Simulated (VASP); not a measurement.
Input of a VASP 6.6.1 run:

Contents of POSCAR:

```
WSe
1.0
    4.0222006748      0.0000000000      0.0000000000
   -2.0111003374      3.4833279635      0.0000000000
    0.0000000000      0.0000000000      6.0534267228
W Se
2 2
Direct
    0.0000000000      0.0000000000      0.0000000000
    0.0000000000      0.0000000000      0.5000000000
    0.3333333333      0.6666666667      0.2500000000
    0.6666666667      0.3333333333      0.7500000000
```

File INCAR.step1:

```
PREC     = Accurate       # precision mode
ENCUT    = 520            # plane-wave cutoff, eV
ISMEAR   = 0              # smearing method
SIGMA    = 0.1            # smearing width, eV
LREAL    = F              # projectors in reciprocal space
LASPH    = T              # aspherical terms in the spheres
NELM     = 150            # most SCF steps
ISPIN    = 2              # spin polarisation
MAGMOM   = 1.43 1.43 0 0  # initial moments
LMAXMIX  = 4              # l up to which the mixer works
LDAU     = T              # DFT+U
LDAUTYPE = 2            
LDAUL    = 2 -1           # shell
LDAUU    = 6.2 0          # U, eV
LDAUJ    = 0 0          
NBANDS   = 32             # bands
GGA      = PE             # functional
ALGO     = Normal         # electronic algorithm
EDIFF    = 1E-4           # SCF threshold, eV
LWAVE    = T              # write WAVECAR
LCHARG   = F              # write CHGCAR
```

The input INCAR.step2:

```
PREC     = Accurate       # precision mode
ENCUT    = 520            # plane-wave cutoff, eV
EDIFF    = 1E-7           # SCF threshold, eV
ISMEAR   = 0              # smearing method
SIGMA    = 0.1            # smearing width, eV
LREAL    = F              # projectors in reciprocal space
LASPH    = T              # aspherical terms in the spheres
NELM     = 150            # most SCF steps
ALGO     = Normal         # electronic algorithm
ISIF     = 2              # what is computed and relaxed
LWAVE    = F              # write WAVECAR
LCHARG   = F              # write CHGCAR
ISPIN    = 2              # spin polarisation
MAGMOM   = 1.43 1.43 0 0  # initial moments
LORBIT   = 11             # projections on sites
LMAXMIX  = 4              # l up to which the mixer works
LDAU     = T              # DFT+U
LDAUTYPE = 2            
LDAUL    = 2 -1           # shell
LDAUU    = 6.2 0          # U, eV
LDAUJ    = 0 0          
LDAUPRINT= 1            
METAGGA  = R2SCAN         # meta-GGA
LMIXTAU  = T            
NBANDS   = 32             # bands
ISTART   = 1
```

Contents of KPOINTS:

```
regular mesh
0
Gamma
  6 6 4
```

Potentials or basis: VASP PAW PBE potentials, release 64 (W_sv, Se).

Run with:

```bash
$ cat potpaw_PBE.64/W_sv/POTCAR potpaw_PBE.64/Se/POTCAR > POTCAR
$ cp INCAR.step1 INCAR
$ mpirun -np 1 vasp_std > vasp.out
$ cp INCAR.step2 INCAR
$ mpirun -np 1 vasp_std > vasp.out
```

Task: What does it give for the site moments?

Result: W +1.88; Se -0.01 μB.

Task: What does it give for the net moment?

Result: 4.14 μB per cell.

Task: Estimate the pressure.

Result: -2.2 GPa.

Stress tensor (GPa, compression positive):
```
-0.63  0.00  0.00
 0.00 -0.63  0.00
 0.00  0.00 -5.30
```

Caveat: the PAW data sets were made with another functional, which shifts forces and pressure a little.
